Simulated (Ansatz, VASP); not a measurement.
Two plane-wave programs on Ge

```
CELL_PARAMETERS angstrom
2.89418 2.89418 0.00000
-2.89418 2.89418 0.00000
0.00000 0.00000 5.59636
ATOMIC_POSITIONS crystal
Ge 0.50000 0.50000 0.50000
Ge 0.50000 0.00000 0.25000
Ge 0.00000 0.00000 0.00000
Ge 0.00000 0.50000 0.75000
```

Alike in both runs: task single point; functional r2SCAN; k mesh 10 × 10 × 6; occupations gaussian, width 0.02 eV; no spin polarisation.

|  | VASP | Ansatz |
| --- | --- | --- |
| version | VASP 6.6.1 | Ansatz 0.2.0 |
| potentials or method | VASP PAW PBE potentials, release 64 (Ge_d), cutoff 520 eV | scalar-relativistic, plane waves, PAW |
| valence electrons in the cell | 56 | 56 |

Ansatz gave:

* gap on the k mesh at the Fermi level (eV): 0.08
* least direct gap on the mesh (eV): 0.08
* pressure (GPa): -1.7
* traceless stress, the component that is largest in VASP (GPa): 1.66

Problem. Estimate VASP's values.

Solution. gap on the k mesh at the Fermi level (eV): 0.11; least direct gap on the mesh (eV): 0.11; pressure (GPa): -1.7; traceless stress, the component that is largest in VASP (GPa): 1.70.

VASP's potentials were made for PBE, not for r2SCAN. With one functional, cell and mesh, what is left measures potentials, basis and numerics.
